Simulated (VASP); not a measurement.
Input of a VASP 6.6.1 run:

INCAR

```
PREC = Accurate
ENCUT = 500
EDIFF = 1E-8
ISMEAR = 0
SIGMA = 0.01
LREAL = False
LASPH = True
NELM = 120
ALGO = Normal
ISIF = 2
LWAVE = False
LCHARG = True
GGA = CA
NBANDS = 11
IBRION = 8
NSW = 1
GGA_COMPAT = False
```

KPOINTS

```
Automatic mesh
0
Gamma
  4 4 4
```

POSCAR

```
BAs
1.0
    0.0000000000      2.3693116931      2.3693116931
    2.3693116931      0.0000000000      2.3693116931
    2.3693116931      2.3693116931      0.0000000000
B As
1 1
Direct
    0.0000000000      0.0000000000      0.0000000000
    0.2500000000      0.2500000000      0.2500000000
```

Potentials or basis: VASP PAW LDA potentials, release 64 (B, As).

The run is started by

```bash
$ cat potpaw_LDA.64/B/POTCAR potpaw_LDA.64/As/POTCAR > POTCAR
$ mpirun -np 1 vasp_std > vasp.out
```

(1) Predict the highest phonon frequency at Γ, LO-TO splitting left out.

Results:

(1) 717 cm⁻¹.

Caveat: the k points lie up to 0.57 Å⁻¹ apart.
